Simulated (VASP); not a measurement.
# MgO in VASP: further runs, part 2 of 2

VASP 6.6.1.

### Step 3. Single point, PBE

This run uses another cell than the first one: it holds 32 atoms, not 2.

INCAR

```
  PREC = Accurate
  ENCUT = 600
  EDIFF = 1E-6
  ISMEAR = 0
  SIGMA = 0.02
  LREAL = Auto
  LASPH = T
  NELM = 120
  ALGO = Normal
  ISIF = 2
  LWAVE = F
  LCHARG = T
  GGA = PE
  LELF = T
  LVHAR = T
  NBANDS = 86
  GGA_COMPAT = F
```

KPOINTS

```
Automatic mesh
0
Gamma
  2 2 2
  0.5 0.5 0.5
```

POSCAR

```
MgO
1.0
   -4.2535896552     -4.2535896552     -4.2535896552
   -4.2535896552      4.2535896552      4.2535896552
    4.2535896552      4.2535896552     -4.2535896552
Mg O
16 16
Direct
    0.0000000000      0.7500000000      0.2500000000
    0.7500000000      0.7500000000      0.5000000000
    0.5000000000      0.7500000000      0.7500000000
    0.0000000000      0.2500000000      0.7500000000
    1.0000000000      0.0000000000      0.0000000000
    0.7500000000      0.0000000000      0.2500000000
    0.5000000000      0.0000000000      0.5000000000
    0.2500000000      0.0000000000      0.7500000000
    0.2500000000      0.7500000000      0.0000000000
    0.0000000000      0.5000000000      0.5000000000
    0.7500000000      0.5000000000      0.7500000000
    0.7500000000      0.2500000000      0.0000000000
    0.5000000000      0.2500000000      0.2500000000
    0.2500000000      0.2500000000      0.5000000000
    0.5000000000      0.5000000000      0.0000000000
    0.2500000000      0.5000000000      0.2500000000
    0.2500000000      0.0000000000      0.2500000000
    0.0000000000      0.0000000000      0.5000000000
    0.7500000000      0.0000000000      0.7500000000
    0.2500000000      0.5000000000      0.7500000000
    0.2500000000      0.2500000000      0.0000000000
    0.0000000000      0.2500000000      0.2500000000
    0.7500000000      0.2500000000      0.5000000000
    0.5000000000      0.2500000000      0.7500000000
    0.5000000000      0.0000000000      0.0000000000
    0.2500000000      0.7500000000      0.5000000000
    0.0000000000      0.7500000000      0.7500000000
    0.0000000000      0.5000000000      0.0000000000
    0.7500000000      0.5000000000      0.2500000000
    0.5000000000      0.5000000000      0.5000000000
    0.7500000000      0.7500000000      0.0000000000
    0.5000000000      0.7500000000      0.2500000000
```

Potentials or basis: VASP PAW PBE potentials, release 64 (Mg, O).

Run with:

```sh
$ cat potpaw_PBE.64/Mg/POTCAR potpaw_PBE.64/O/POTCAR > POTCAR
$ mpirun -np 1 vasp_std > vasp.out
```

OUTCAR:

```text
PREC = Accurate
   ENCUT = 600
   EDIFF = 1E-6
   ISMEAR = 0
   LREAL = Auto
   LASPH = T
   NELM = 120
   ISIF = 2
   GGA = PE

 ion  position               nearest neighbor table
   1  0.000  0.750  0.250-  17 2.13  18 2.13  26 2.13  28 2.13  29 2.13  31 2.13  16 3.01   2 3.01
                             5 3.01   6 3.01   8 3.01   9 3.01  10 3.01  11 3.01   7 3.01  14 3.01
   2  0.750  0.750  0.500-  18 2.13  19 2.13  27 2.13  29 2.13  30 2.13  32 2.13  11 3.01   1 3.01
                             3 3.01   5 3.01   6 3.01   7 3.01  10 3.01  15 3.01   8 3.01   4 3.01
   3  0.500  0.750  0.750-  19 2.13  20 2.13  25 2.13  26 2.13  30 2.13  31 2.13  15 3.01   2 3.01
                             6 3.01   7 3.01   8 3.01   9 3.01  11 3.01  16 3.01   5 3.01  12 3.01
   4  0.000  0.250  0.750-  18 2.13  19 2.13  20 2.13  21 2.13  23 2.13  28 2.13  16 3.01   5 3.01
                             8 3.01  10 3.01  11 3.01  12 3.01  14 3.01   6 3.01   9 3.01  15 3.01
   5  0.000  0.000  0.000-  17 2.13  19 2.13  21 2.13  22 2.13  27 2.13  31 2.13  14 3.01   1 3.01
                             4 3.01   6 3.01   8 3.01   9 3.01  12 3.01   2 3.01  16 3.01  13 3.01
   6  0.750  0.000  0.250-  18 2.13  22 2.13  23 2.13  25 2.13  31 2.13  32 2.13  13 3.01   1 3.01
[... 311 lines left out ...]
      5     -13.3043      2.00000
      6     -12.9702      2.00000
[... 68 lines left out ...]
     75      12.5576      0.00000
     76      12.8826      0.00000
 [bands above 76 left out]

------------------------ aborting loop because EDIFF is reached ----------------------------------------

  FORCE on cell =-STRESS in cart. coord.  units (eV):
  Direction    XX          YY          ZZ          XY          YZ          ZX
  --------------------------------------------------------------------------------------
  -------------------------------------------------------------------------------------
  Total       -1.6818580     -1.6818580     -1.6818580      0.0000000      0.0000000      0.0000000
  in kB       -8.7533267     -8.7533267     -8.7533267      0.0000000      0.0000000      0.0000000
  external PRESSURE =      -8.7533267 kB  Pullay stress =       0.0000000 kB

 VOLUME and BASIS-vectors are now :
 -----------------------------------------------------------------------------
  energy-cutoff  :      600.00
  volume of cell :      307.84
      direct lattice vectors                 reciprocal lattice vectors
    -4.253589655 -4.253589655 -4.253589655    -0.117547775  0.000000000 -0.117547775
    -4.253589655  4.253589655  4.253589655    -0.117547775  0.117547775  0.000000000
     4.253589655  4.253589655 -4.253589655     0.000000000  0.117547775 -0.117547775

 POSITION                                       TOTAL-FORCE (eV/Angst)
 -----------------------------------------------------------------------------------
     -2.12679      4.25359      2.12679         0.000000     -0.000000      0.000000
     -4.25359      2.12679     -2.12679         0.000000      0.000000      0.000000
     -2.12679      4.25359     -2.12679         0.000000     -0.000000     -0.000000
      2.12679      4.25359     -2.12679         0.000000     -0.000000     -0.000000
      0.00000      0.00000      0.00000         0.000000      0.000000      0.000000
     -2.12679     -2.12679     -4.25359         0.000000      0.000000      0.000000
[... 24 lines left out ...]
     -6.38038      0.00000      0.00000        -0.000000     -0.000000      0.000000
     -4.25359      2.12679      0.00000         0.000000      0.000000     -0.000000
 -----------------------------------------------------------------------------------
    total drift:                               -0.000000     -0.000000      0.000000

  FREE ENERGIE OF THE ION-ELECTRON SYSTEM (eV)
  ---------------------------------------------------
  free  energy   TOTEN  =      -190.6399633413 eV

  energy  without entropy=     -190.6399633413  energy(sigma->0) =     -190.63996334
```

OSZICAR:

```text
N       E                     dE             d eps       ncg     rms          rms(c)
DAV:   1     0.786903354174E+03    0.78690E+03   -0.68523E+04   344   0.153E+03
DAV:   2    -0.155265006965E+03   -0.94217E+03   -0.92003E+03   436   0.307E+02
DAV:   3    -0.214934053235E+03   -0.59669E+02   -0.59381E+02   410   0.815E+01
DAV:   4    -0.215506304738E+03   -0.57225E+00   -0.57122E+00   410   0.880E+00
DAV:   5    -0.215512426290E+03   -0.61216E-02   -0.61192E-02   400   0.859E-01    0.288E+01
DAV:   6    -0.190775684582E+03    0.24737E+02   -0.11360E+02   404   0.335E+01    0.907E+00
DAV:   7    -0.190734824334E+03    0.40860E-01   -0.26466E+00   364   0.522E+00    0.559E+00
DAV:   8    -0.190660269688E+03    0.74555E-01   -0.59407E-01   368   0.414E+00    0.113E+00
DAV:   9    -0.190637823604E+03    0.22446E-01   -0.92066E-02   418   0.105E+00    0.266E-01
DAV:  10    -0.190639960940E+03   -0.21373E-02   -0.55582E-03   392   0.257E-01    0.669E-02
DAV:  11    -0.190639972182E+03   -0.11242E-04   -0.11397E-04   380   0.411E-02    0.239E-02
DAV:  12    -0.190639963417E+03    0.87655E-05   -0.76185E-05   408   0.269E-02    0.682E-03
DAV:  13    -0.190639963341E+03    0.75267E-07   -0.25842E-06   258   0.556E-03
   1 F= -.19063996E+03 E0= -.19063996E+03  d E =-.198260E-27
```

stdout:

```text
POSCAR found type information on POSCAR MgO
 POSCAR found :  2 types and      32 ions
 scaLAPACK will be used
 LDA part: xc-table for (Slater+PW92), standard interpolation
 POSCAR, INCAR and KPOINTS ok, starting setup
 FFT: planning ... GRIDC
 FFT: planning ... GRID_SOFT
 FFT: planning ... GRID
 WAVECAR not read
 entering main loop
```

It took 5.1 min on 1 thread of Intel Xeon 8259CL, shared host; peak memory 0.48 GiB.

What came out:

| Property | Result |
| --- | --- |
| Free energy | -190.6400 eV |
| Pressure | -0.9 GPa |
| Band gap on the k mesh | 5.88 eV |

Levels at points of the mesh, in eV from the valence-band top:
```
           k point  band 62  band 63  band 64  band 65  band 66  band 67
(0.25, 0.25, 0.25)    -0.10    -0.10    -0.10     7.05     7.05     7.05
```

### Step 4. Single point, PBE

This run uses another cell than the first one: it holds 32 atoms, not 2.

INCAR

```
PREC     = Accurate       # precision mode
ENCUT    = 600            # plane-wave cutoff, eV
EDIFF    = 1E-6           # SCF threshold, eV
ISMEAR   = 0              # smearing method
SIGMA    = 0.02           # smearing width, eV
LREAL    = Auto         
LASPH    = True           # aspherical terms in the spheres
NELM     = 120            # most SCF steps
ALGO     = Normal         # electronic algorithm
ISIF     = 2              # what is computed and relaxed
LWAVE    = False          # write WAVECAR
LCHARG   = False          # write CHGCAR
GGA      = PE             # functional
NBANDS   = 86             # bands
GGA_COMPAT= False
```

KPOINTS is that of step 3.

POSCAR

```
MgO
1.0
   -4.2535896552     -4.2535896552     -4.2535896552
   -4.2535896552      4.2535896552      4.2535896552
    4.2535896552      4.2535896552     -4.2535896552
Mg O
16 16
Direct
   -0.0013586005      0.7485903571      0.2473813928
    0.7485987444      0.7485419288      0.4973285323
    0.4987269770      0.7486022856      0.7475216148
   -0.0013876921      0.2485955910      0.7474560347
    0.9986807253     -0.0013840397     -0.0025068110
    0.7486136191     -0.0014177598      0.2474269787
    0.4986179184     -0.0014632813      0.4974227501
    0.2485895676     -0.0014984122      0.7474349130
    0.2486467882      0.7485390506     -0.0024984088
   -0.0013889193      0.4985406444      0.4973647338
    0.7486971006      0.4986404145      0.7474723081
    0.7485847946      0.2486641278     -0.0025508149
    0.4986044050      0.2484827286      0.2474570209
    0.2486805523      0.2485671552      0.4975158457
    0.4986291065      0.4985576577     -0.0025446039
    0.2485558316      0.4985754589      0.2474335340
    0.2486201694     -0.0014957286      0.2473620184
   -0.0014248905     -0.0014993622      0.4972537825
    0.7486007748     -0.0014390489      0.7473126456
    0.2485803009      0.4985151325      0.7473356496
    0.2486030132      0.2485231697     -0.0026546768
   -0.0014501240      0.2485236396      0.2472823686
    0.7485488569      0.2485390559      0.4973095728
    0.4986436972      0.2485689251      0.7473922137
    0.4985923258     -0.0015196508     -0.0026209408
    0.2485853354      0.7485428035      0.4972815280
   -0.0014382738      0.7485236594      0.7473435921
   -0.0013864175      0.4985907694     -0.0026405145
    0.7486020197      0.4985084132      0.2472892021
    0.4985771166      0.4985313511      0.4973553158
    0.7485846640      0.7485099967     -0.0026976181
    0.4985845798      0.7484731178      0.2473086560
```

Run with:

```sh
$ cat potpaw_PBE.64/Mg/POTCAR potpaw_PBE.64/O/POTCAR > POTCAR
$ mpirun -np 1 vasp_std > vasp.out
```

It took 8.3 min on 1 thread of Intel Xeon 8259CL, shared host; peak memory 0.51 GiB.

The run converged. Its results:

| Property | Result |
| --- | --- |
| Free energy | -190.6406 eV |
| Pressure | -0.9 GPa |
| Largest force | 0.010 eV/Å |
| Band gap on the k mesh | 5.88 eV |

Forces on the atoms (eV/Å):
```
Mg   0.002  0.000  0.002
Mg   0.002  0.000 -0.001
Mg   0.000 -0.005  0.008
Mg  -0.001 -0.006  0.003
Mg  -0.001 -0.004  0.007
Mg  -0.002 -0.004  0.002
Mg  -0.001 -0.001  0.000
Mg  -0.002 -0.003  0.003
Mg  -0.004 -0.006  0.007
Mg  -0.001  0.000  0.000
Mg   0.001 -0.005  0.006
Mg   0.001 -0.009  0.000
Mg  -0.005  0.000  0.006
Mg  -0.002 -0.002  0.007
Mg   0.000 -0.004  0.004
Mg  -0.001 -0.006 -0.002
O    0.000  0.004  0.000
O    0.002  0.007 -0.005
O    0.002  0.004 -0.004
O    0.001  0.003 -0.002
O    0.002  0.003 -0.002
O    0.001  0.004 -0.006
O    0.001  0.002 -0.006
O    0.003  0.002 -0.001
O   -0.002  0.003  0.001
O    0.004  0.005 -0.006
O   -0.002  0.001 -0.003
O    0.002  0.001 -0.003
O    0.002  0.006 -0.003
O    0.000  0.001 -0.002
O    0.000  0.006 -0.004
O    0.000  0.005 -0.002
```

Levels at points of the mesh, in eV from the valence-band top:
```csv
k point,band 62,band 63,band 64,band 65,band 66,band 67
"(0.25, 0.25, 0.25)",-0.10,-0.10,-0.10,7.05,7.05,7.05
```

A k mesh can miss the band edges.
